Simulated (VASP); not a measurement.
# BeCd2S2 (P4/mmm) in VASP: further runs, part 2 of 3

VASP 6.6.1. The steps go on from the part before.

## (3) Relaxation of cell and atoms, PBE

This run uses another cell than the first one, of 20.02 Å³/atom.

The input, INCAR:

```
ALGO = Normal ; EDIFF = 1E-7
EDIFFG = -0.04 ; ENCUT = 600
GGA = PE ; GGA_COMPAT = F
IBRION = 2 ; ISIF = 3
ISMEAR = 0 ; LASPH = T
LCHARG = F ; LREAL = F
LWAVE = F ; NELM = 120
NELMIN = 4 ; NSW = 90
PREC = Accurate ; SIGMA = 0.1
```

The input, KPOINTS:

```
k-points
0
Gamma
  4 4 4
```

The input, POSCAR:

```
BeCd2S2
1.0
    4.0701810800      0.0000000000      0.0000000000
    0.0000000000      4.0701810800      0.0000000000
    0.0000000000      0.0000000000      6.0429121400
Be Cd S
1 2 2
Direct
    0.0000000000      0.0000000000      0.5000000000
    0.5000000000      0.5000000000      0.0000000000
    0.5000000000      0.5000000000      0.5000000000
    0.0000000000      0.0000000000      0.7309601000
    0.0000000000      0.0000000000      0.2690399000
```

Potentials or basis: VASP PAW PBE potentials, release 64 (Be, Cd, S).

Launch:

```console
> cat potpaw_PBE.64/Be/POTCAR potpaw_PBE.64/Cd/POTCAR potpaw_PBE.64/S/POTCAR > POTCAR
> mpirun -np 1 vasp_std > vasp.out
```

OUTCAR:

```text
EDIFF = 1E-7
   EDIFFG = -0.04
   ENCUT = 600
   GGA = PE
   IBRION = 2
   ISIF = 3
   ISMEAR = 0
   LASPH = T
   LREAL = F
   NELM = 120
   NELMIN = 4
   NSW = 90
   PREC = Accurate

 ion  position               nearest neighbor table
   1  0.000  0.000  0.500-   4 1.40   5 1.40   3 2.88   3 2.88   3 2.88   3 2.88
   2  0.500  0.500  0.000-   3 3.02   3 3.02
   3  0.500  0.500  0.500-   1 2.88   1 2.88   1 2.88   1 2.88   2 3.02   2 3.02   4 3.20   5 3.20
                             4 3.20   4 3.20   5 3.20   5 3.20   4 3.20   5 3.20
   4  0.000  0.000  0.731-   1 1.40   5 2.79   3 3.20   3 3.20   3 3.20   3 3.20
   5  0.000  0.000  0.269-   1 1.40   4 2.79   3 3.20   3 3.20   3 3.20   3 3.20

  LATTYP: Found a simple tetragonal cell.
 ALAT       =     4.0701810800
 C/A-ratio  =     1.4846789421

  Lattice vectors:

 A1 = (   4.0701810800,   0.0000000000,   0.0000000000)
 A2 = (   0.0000000000,   4.0701810800,   0.0000000000)
 A3 = (   0.0000000000,   0.0000000000,   6.0429121400)

Analysis of symmetry for initial positions (statically):
=====================================================================
 Subroutine PRICEL returns:
 Original cell was already a primitive cell.

 Routine SETGRP: Setting up the symmetry group for a
 simple tetragonal supercell.

 Subroutine GETGRP returns: Found 16 space group operations
 (whereof 16 operations were pure point group operations)
 out of a pool of 16 trial point group operations.

The static configuration has the point symmetry D_4h.

[... 271 lines left out ...]
  ---------------------------------------------------
  free  energy   TOTEN  =        -9.4343098153 eV

  energy  without entropy=       -9.3764903609  energy(sigma->0) =       -9.40540009

 E-fermi :   3.2131     XC(G=0):  -9.9592

 val. band max:        3.1468723002   @ k =   0.2500   0.2500   0.2500
 cond. band min:       3.4508898575   @ k =   0.5000   0.2500   0.0000
 fundamental gap:      0.3040175573
 Fermi energy:         3.2130737435

 k-point     1 :       0.0000    0.0000    0.0000
  band No.  band energies     occupation
      1     -10.1241      2.00000
      2      -9.4647      2.00000
      3      -5.4868      2.00000
      4      -5.4389      2.00000
      5      -5.4048      2.00000
      6      -5.3780      2.00000
[... 457 lines left out ...]
     22       4.3938      0.00000
     23       7.0875      0.00000

[... ionic steps 4 to 19 ...]

--------------------------------------- Ionic step       20  -------------------------------------------

 number of electron      37.9999989 magnetization

------------------------ aborting loop because EDIFF is reached ----------------------------------------
[... 73 lines left out ...]
--------------------------------------- Ionic step       22  -------------------------------------------

 number of electron      37.9999990 magnetization

 Free energy of the ion-electron system (eV)
  ---------------------------------------------------
  ext. energy  EPLUGINS =         0.00000000
  ---------------------------------------------------
  free energy    TOTEN  =       -13.73836058 eV

  energy without entropy =      -13.73111058  energy(sigma->0) =      -13.73473558

 E-fermi :   3.4358     XC(G=0): -10.1126

 val. band max:        3.3821652916   @ k =   0.2500   0.0000   0.0000
 cond. band min:       3.7483784532   @ k =   0.5000   0.5000   0.2500
 fundamental gap:      0.3662131616
 Fermi energy:         3.4357929717

 k-point     1 :       0.0000    0.0000    0.0000
  band No.  band energies     occupation
      1      -9.9919      2.00000
      2      -9.1888      2.00000
      3      -5.3025      2.00000
      4      -5.2461      2.00000
      5      -5.2323      2.00000
      6      -5.1716      2.00000
[... 489 lines left out ...]
  FREE ENERGIE OF THE ION-ELECTRON SYSTEM (eV)
  ---------------------------------------------------
  free  energy   TOTEN  =       -13.7383605757 eV

  energy  without entropy=      -13.7311105778  energy(sigma->0) =      -13.73473558

 reached required accuracy - stopping structural energy minimisation
```

OSZICAR:

```text
N       E                     dE             d eps       ncg     rms          rms(c)
DAV:   1     0.294444894678E+03    0.29444E+03   -0.20241E+04   828   0.170E+03
DAV:   2     0.616604258614E+01   -0.28828E+03   -0.28110E+03   948   0.383E+02
DAV:   3    -0.125410257315E+02   -0.18707E+02   -0.18613E+02   975   0.975E+01
[... 281 lines left out ...]
DAV:   3    -0.137383696606E+02    0.82212E-04   -0.25968E-04   877   0.134E-01    0.601E-02
DAV:   4    -0.137383593552E+02    0.10305E-04   -0.21683E-05   884   0.334E-02    0.151E-02
DAV:   5    -0.137383601135E+02   -0.75825E-06   -0.40471E-06   947   0.173E-02    0.477E-03
DAV:   6    -0.137383605026E+02   -0.38915E-06   -0.37137E-07   846   0.542E-03    0.230E-03
DAV:   7    -0.137383605757E+02   -0.73025E-07   -0.29550E-08   456   0.132E-03
  22 F= -.13738361E+02 E0= -.13734736E+02  d E =-.142691E-02
```

CONTCAR:

```text
BeCd2S2
   1.00000000000000
     3.7157505415038323    0.0000000000000000   -0.0000000000000000
    -0.0000000000000000    3.7157505415038323    0.0000000000000000
    -0.0000000000000000   -0.0000000000000000    7.0472964129247337
  Be              Cd              S
     1     2     2
Direct
     0.0000000000000000    0.0000000000000000    0.5000000000000000
     0.5000000000000000    0.5000000000000000    0.0000000000000000
     0.5000000000000000    0.5000000000000000    0.5000000000000000
     0.0000000000000000    0.0000000000000000    0.7810549935916652
     0.0000000000000000    0.0000000000000000    0.2189450064083350

  0.00000000E+00  0.00000000E+00  0.00000000E+00
  0.00000000E+00  0.00000000E+00  0.00000000E+00
  0.00000000E+00  0.00000000E+00  0.00000000E+00
  0.00000000E+00  0.00000000E+00  0.00000000E+00
  0.00000000E+00  0.00000000E+00  0.00000000E+00
```

Run time: 21 min. Hardware: 1 thread of Intel Xeon 8259CL, shared host; peak memory 0.29 GiB.

What came out:

| Item | Value |
| --- | --- |
| Free energy | -13.7384 eV |
| Relaxed volume | 19.46 Å³/atom |
| Relaxed cell | a = 3.716 Å, b = 3.716 Å, c = 7.047 Å, α = 90.00°, β = 90.00°, γ = 90.00° |
| Space group after relaxing (to 0.1 Å) | P4/mmm (No. 123) |
| Energy gained by relaxing | 1668.7 meV/atom |
| Ionic steps | 22 |
| Pressure after relaxing | 0.0 GPa |
| Largest force after relaxing | 0.015 eV/Å |
| Band gap on the k mesh | zero (bands 19 and 20 overlap by 1.42 eV) |

Forces on the atoms (eV/Å):
```
Be   0.000  0.000  0.000
Cd   0.000  0.000  0.000
Cd   0.000  0.000  0.000
S    0.000  0.000 -0.015
S    0.000  0.000  0.015
```

Stress tensor (GPa, compression positive):
```
 0.08  0.00  0.00
 0.00  0.08  0.00
 0.00  0.00 -0.03
```

The path:
```csv
step,energy change (eV),largest force (eV/Å),pressure (GPa),volume (Å³)
1,0.0000,23.1876,35.75,100.11
2,-1.5460,16.4033,5.96,165.52
3,-4.0392,3.8189,-1.45,153.17
4,-4.2697,2.8257,-2.66,150.40
5,-4.8205,0.8674,-5.98,139.68
6,-6.3978,3.1501,-6.89,119.83
7,-7.5533,2.5267,-2.47,109.95
8,-7.6372,0.5418,2.56,105.03
9,-7.6805,1.6876,-0.11,107.28
10,-7.6854,1.5060,0.33,106.86
11,-7.6858,1.4447,0.48,106.72
12,-8.0269,0.8248,-1.63,107.66
13,-8.1928,0.1990,-3.17,108.48
14,-8.2015,0.1232,-3.45,108.60
15,-8.3066,0.4752,-0.84,101.23
16,-8.3085,0.5542,-0.38,100.27
17,-8.3322,0.2239,-0.27,98.41
18,-8.3334,0.1422,-0.20,97.89
19,-8.3413,0.1053,0.29,97.03
20,-8.3418,0.0918,0.46,96.76
21,-8.3431,0.0471,-0.08,97.47
22,-8.3433,0.0150,0.04,97.30
```

Final structure:
```yaml
crystal:
  lattice:
    - [3.71575, 0.00000, 0.00000]
    - [0.00000, 3.71575, 0.00000]
    - [0.00000, 0.00000, 7.04730]
  atoms:
    - { symbol: Be, position: [0.00000, 0.00000, 0.50000] }
    - { symbol: Cd, position: [0.50000, 0.50000, 0.00000] }
    - { symbol: Cd, position: [0.50000, 0.50000, 0.50000] }
    - { symbol: S, position: [0.00000, 0.00000, 0.78106] }
    - { symbol: S, position: [0.00000, 0.00000, 0.21895] }
```

Caveat: the k points lie up to 0.42 Å⁻¹ apart in the final cell, too coarse for converged energies and pressures of a metal; a cell axis changed by over 15 % at a fixed basis, so the end point is rough.

## (4) Single point, PBE

This run uses another cell than the first one, of 19.27 Å³/atom.

The input, INCAR:

```
  ALGO = Normal
  EDIFF = 1E-6
  ENCUT = 600
  GGA = PE
  GGA_COMPAT = F
  ISIF = 2
  ISMEAR = 0
  LASPH = T
  LCHARG = F
  LREAL = F
  LWAVE = F
  NBANDS = 27
  NELM = 120
  PREC = Accurate
  SIGMA = 0.1
```

The input, KPOINTS:

```
k-points
0
Gamma
  10 10 6
```

The input, POSCAR:

```
BeCd2S2
1.0
    3.7030809642      0.0000000000      0.0000000000
    0.0000000000      3.7030809642      0.0000000000
    0.0000000000      0.0000000000      7.0267486382
Be Cd S
1 2 2
Direct
    0.0000000000      0.0000000000      0.5000000000
    0.5000000000      0.5000000000      0.0000000000
    0.5000000000      0.5000000000      0.5000000000
    0.0000000000      0.0000000000      0.7812125623
    0.0000000000      0.0000000000      0.2187874377
```

Launch:

```console
> cat potpaw_PBE.64/Be/POTCAR potpaw_PBE.64/Cd/POTCAR potpaw_PBE.64/S/POTCAR > POTCAR
> mpirun -np 1 vasp_std > vasp.out
```

It took 5.4 min on 1 thread of Intel Xeon 8259CL, shared host; peak memory 0.39 GiB.

The run converged. Its results:

| Property | Result |
| --- | --- |
| Free energy | -13.8098 eV |
| Pressure | 0.1 GPa |
| Largest force | 0.016 eV/Å |
| Band gap on the k mesh | zero (bands 19 and 20 overlap by 1.53 eV) |

Forces in eV/Å, atoms in the order of the input:
```
Be   0.000  0.000  0.000
Cd   0.000  0.000  0.000
Cd   0.000  0.000  0.000
S    0.000  0.000 -0.016
S    0.000  0.000  0.016
```

Stress tensor (GPa, compression positive):
```
 0.16  0.00  0.00
 0.00  0.16  0.00
 0.00  0.00 -0.02
```

Levels at points of the mesh, in eV from the Fermi level:
```tsv
k point	band 17	band 18	band 19	band 20	band 21	band 22
(0.00, 0.00, 0.00)	-2.41	-1.03	-1.03	1.70	1.97	2.84
(0.50, 0.00, 0.00)	-2.40	-1.43	-1.01	0.97	2.68	4.81
(0.50, 0.50, 0.00)	-2.43	-2.43	-1.85	-0.49	-0.49	1.06
(0.00, 0.00, 0.50)	-1.83	-1.83	-0.46	-0.34	3.59	3.59
(0.50, 0.00, 0.50)	-1.27	-1.20	-0.52	1.36	2.56	4.07
(0.50, 0.50, 0.50)	-3.85	-2.76	-1.20	-1.01	0.98	0.98
```

(Continued in part 3 of 3.)
